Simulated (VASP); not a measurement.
# TiC (rocksalt type) (Fm-3m) in VASP: further runs, part 2 of 2

VASP 6.6.1. Earlier steps stand in the parts before.

### Step 4. Relaxation of cell and atoms, PBE

This run uses another cell than the first one, of 10.00 Å³/atom.

INCAR

```
  PREC = Accurate
  ENCUT = 600
  EDIFF = 1E-7
  ISMEAR = -1
  SIGMA = 0.05
  LREAL = False
  LASPH = True
  NELM = 80
  ALGO = Normal
  ISIF = 3
  LWAVE = False
  LCHARG = False
  GGA = PE
  IBRION = 2
  NSW = 60
  EDIFFG = -0.005
```

KPOINTS

```
regular mesh
0
Gamma
  16 16 16
```

POSCAR

```
TiC
1.0
    0.0000000000      2.1544346900      2.1544346900
    2.1544346900      0.0000000000      2.1544346900
    2.1544346900      2.1544346900      0.0000000000
Ti C
1 1
Direct
    0.0000000000      0.0000000000      0.0000000000
    0.5000000000      0.5000000000      0.5000000000
```

Potentials or basis: VASP PAW PBE potentials, release 64 (Ti_sv, C).

Run with:

```sh
cat potpaw_PBE.64/Ti_sv/POTCAR potpaw_PBE.64/C/POTCAR > POTCAR
mpirun -np 1 vasp_std > vasp.out
```

OUTCAR:

```text
PREC = Accurate
   ENCUT = 600
   EDIFF = 1E-7
   ISMEAR = -1
   LREAL = False
   LASPH = True
   NELM = 80
   ISIF = 3
   GGA = PE
   IBRION = 2
   NSW = 60
   EDIFFG = -0.005

 ion  position               nearest neighbor table
   1  0.000  0.000  0.000-   2 2.15   2 2.15   2 2.15   2 2.15   2 2.15   2 2.15
   2  0.500  0.500  0.500-   1 2.15   1 2.15   1 2.15   1 2.15   1 2.15   1 2.15

  LATTYP: Found a face centered cubic cell.
 ALAT       =     4.3088693800

  Lattice vectors:

 A1 = (   0.0000000000,   2.1544346900,   2.1544346900)
 A2 = (   2.1544346900,   0.0000000000,   2.1544346900)
 A3 = (   2.1544346900,   2.1544346900,   0.0000000000)

Analysis of symmetry for initial positions (statically):
=====================================================================
 Subroutine PRICEL returns:
 Original cell was already a primitive cell.

 Routine SETGRP: Setting up the symmetry group for a
 face centered cubic supercell.

 Subroutine GETGRP returns: Found 48 space group operations
 (whereof 48 operations were pure point group operations)
 out of a pool of 48 trial point group operations.

The static configuration has the point symmetry O_h .

Analysis of symmetry for dynamics (positions and initial velocities):
=====================================================================
[... 229 lines left out ...]

 number of electron      16.0000000 magnetization

 Free energy of the ion-electron system (eV)
  ---------------------------------------------------
  ext. energy  EPLUGINS =         0.00000000
  ---------------------------------------------------
  free energy    TOTEN  =       -18.71025838 eV

  energy without entropy =      -18.70729360  energy(sigma->0) =      -18.70877599

 E-fermi :   9.3878     XC(G=0): -12.6893

 val. band max:        9.3684671766   @ k =  -0.0625   0.0625   0.0000
 cond. band min:       9.3895665483   @ k =   0.1250   0.1250   0.0000
 fundamental gap:      0.0210993717
 Fermi energy:         9.3878323018

 k-point     1 :       0.0000    0.0000    0.0000
  band No.  band energies     occupation
      1     -47.2011      2.00000
      2     -23.2266      2.00000
      3     -23.2266      2.00000
      4     -23.2266      2.00000
      5      -2.9958      2.00000
      6      10.0856      0.00000
      7      10.0856      0.00000
      8      10.0856      0.00000
      9      11.0678      0.00000
     10      11.0678      0.00000
     11      11.0678      0.00000
     12      11.1019      0.00000
[... 331 lines left out ...]
 k-point    24 :      -0.0625    0.0625    0.0000
  band No.  band energies     occupation
      1     -47.1940      2.00000
      2     -23.2729      2.00000
      3     -23.2394      2.00000
      4     -23.2277      2.00000
      5      -2.7635      2.00000
      6       9.1755      1.97176
      7       9.3610      1.26194
      8       9.3685      1.19127
      9      10.1960      0.00000
     10      10.7692      0.00000
     11      11.6560      0.00000
     12      12.2107      0.00000

 [... further k-points ...]

------------------------ aborting loop because EDIFF is reached ----------------------------------------

  FORCE on cell =-STRESS in cart. coord.  units (eV):
  Direction    XX          YY          ZZ          XY          YZ          ZX
  --------------------------------------------------------------------------------------
  -------------------------------------------------------------------------------------
  Total       -0.0023555     -0.0023555     -0.0023555     -0.0000000     -0.0000000      0.0000000
  in kB       -0.1854572     -0.1854572     -0.1854572     -0.0000000     -0.0000000      0.0000000
  external PRESSURE =      -0.1854572 kB  Pullay stress =       0.0000000 kB
[... 17 lines left out ...]
  FREE ENERGIE OF THE ION-ELECTRON SYSTEM (eV)
  ---------------------------------------------------
  free  energy   TOTEN  =       -18.7102583802 eV

  energy  without entropy=      -18.7072935988  energy(sigma->0) =      -18.70877599

 reached required accuracy - stopping structural energy minimisation
```

CONTCAR:

```text
TiC
   1.00000000000000
    -0.0000000000000000    2.1669059331384575    2.1669059331384575
     2.1669059331384575   -0.0000000000000000    2.1669059331384575
     2.1669059331384575    2.1669059331384575    0.0000000000000000
  Ti              C
     1     1
Direct
     0.0000000000000000    0.0000000000000000    0.0000000000000000
     0.5000000000000000    0.5000000000000000    0.5000000000000000

  0.00000000E+00  0.00000000E+00  0.00000000E+00
  0.00000000E+00  0.00000000E+00  0.00000000E+00
```

Wall time 32 s (1 thread of Intel Xeon 6975P-C (Granite Rapids), shared host); peak memory 0.18 GiB.

What came out:

```
Free energy                           : -18.7103 eV
Relaxed volume                        : 10.17 Å³/atom
Relaxed cell                          : a = 3.064 Å, b = 3.064 Å, c = 3.064 Å, α = 60.00°, β = 60.00°, γ = 60.00°
Space group after relaxing (to 0.1 Å) : Fm-3m (No. 225)
Energy gained by relaxing             : 2.4 meV/atom
Ionic steps                           : 3
Pressure after relaxing               : 0.0 GPa
Band gap on the k mesh                : zero (bands 8 and 9 overlap by 1.10 eV)
```

The path:
```csv
step,energy change (eV),largest force (eV/Å),pressure (GPa),volume (Å³)
1,0.0000,0.0000,4.43,20.00
2,0.0031,0.0000,-5.34,20.81
3,-0.0047,0.0000,-0.02,20.35
```

Final structure:
```
Ti C
1.0
     0.00000    2.16691    2.16691
     2.16691    0.00000    2.16691
     2.16691    2.16691    0.00000
Ti C
1 1
Direct
  0.00000 0.00000 0.00000
  0.50000 0.50000 0.50000
```

### Step 5. Summary

```csv
cell,k mesh,gap on the mesh (eV),pressure (GPa)
"relaxed to 100 GPa from a = 2.820 Å, angles 60.0°, 2 atoms",17 × 17 × 17,none,100.0
"relaxed to 100 GPa from a = 2.823 Å, angles 60.0°, 2 atoms",17 × 17 × 17,none,100.0
"relaxed from a = 3.047 Å, angles 60.0°, 2 atoms",16 × 16 × 16,none,0.0
```

Alike in all rows: task relaxation of cell and atoms; level PBE; potentials or basis VASP PAW PBE potentials, release 64 (Ti_sv, C); no spin polarisation; cutoff (eV) 600; smearing fermi-dirac 0.05 eV.

Caveats: the cell is relaxed towards a set pressure, so the run minimises the enthalpy, not the energy (at least some runs).

Absolute energies hang on the potentials; compare differences alone.
